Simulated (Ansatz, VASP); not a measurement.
## SnO: VASP beside Ansatz

The input INCAR:

```
SYSTEM = SnO
  PREC = Accurate
  ENCUT = 520
  EDIFF = 1E-7
  ISMEAR = 0
  SIGMA = 0.15
  LREAL = .False.
  LASPH = .True.
  NELM = 100
  ALGO = Normal
  ISIF = 2
  LWAVE = .False.
  LCHARG = .False.
  GGA = CA
  NBANDS = 28
```

The input KPOINTS:

```
regular mesh
0
Gamma
  12 12 10
  0 0 0
```

The input POSCAR:

```
SnO
1.0
    4.0024904045      0.0000000000      0.0000000000
    0.0000000000      4.0024904045      0.0000000000
    0.0000000000      0.0000000000      4.1233656147
Sn O
2 2
Direct
    0.0000000000      0.5000000000      0.2457459271
    0.5000000000      0.0000000000      0.7542540729
    0.0000000000      0.0000000000      0.0000000000
    0.5000000000      0.5000000000      0.0000000000
```

Input for Ansatz:

```yaml
crystal:
  lattice:
    - [4.0024904045, 0.0, 0.0]
    - [0.0, 4.0024904045, 0.0]
    - [0.0, 0.0, 4.1233656147]
  atoms:
    - { symbol: Sn, position: [0.0, 0.5, 0.2457459271] }
    - { symbol: Sn, position: [0.5, 0.0, 0.7542540729] }
    - { symbol: O, position: [0.0, 0.0, 0.0] }
    - { symbol: O, position: [0.5, 0.5, 0.0] }
basis:
  ecutwfc: 520.0
kpoints:
  mp_grid: { grid: [12, 12, 10] }
hamiltonian:
  xc: lda
scf:
  occupations: { method: gaussian, width: 0.15 }
output:
  forces: true
  stress: true
  eigenvalues: true
```

Alike in both runs: task single point; functional LDA; k mesh 12 × 12 × 10; occupations gaussian, width 0.15 eV; no spin polarisation.

|  | VASP | Ansatz |
| --- | --- | --- |
| version | VASP 6.6.1 | Ansatz 0.2.0 |
| potentials or method | VASP PAW LDA potentials, release 64 (Sn_d, O), cutoff 520 eV | scalar-relativistic, plane waves, PAW |
| valence electrons in the cell | 40 | 40 |

Ansatz gave:

```
gap on the k mesh at the Fermi level (eV)                     : 0.66
least direct gap on the mesh (eV)                             : 1.36
pressure (GPa)                                                : -3.1
traceless stress, the component that is largest in VASP (GPa) : 7.26
rms of the force components (eV/Å)                            : 0.134
```

Q: Which values does VASP return?

A: gap on the k mesh at the Fermi level (eV): 0.64; least direct gap on the mesh (eV): 1.32; pressure (GPa): -2.7; traceless stress, the component that is largest in VASP (GPa): 7.17; rms of the force components (eV/Å): 0.172.

LDA's correlation is that of Perdew and Zunger in VASP and of Perdew and Wang (1992) in Ansatz. Atom by atom the forces differ by 0.038 eV/Å (rms over components).
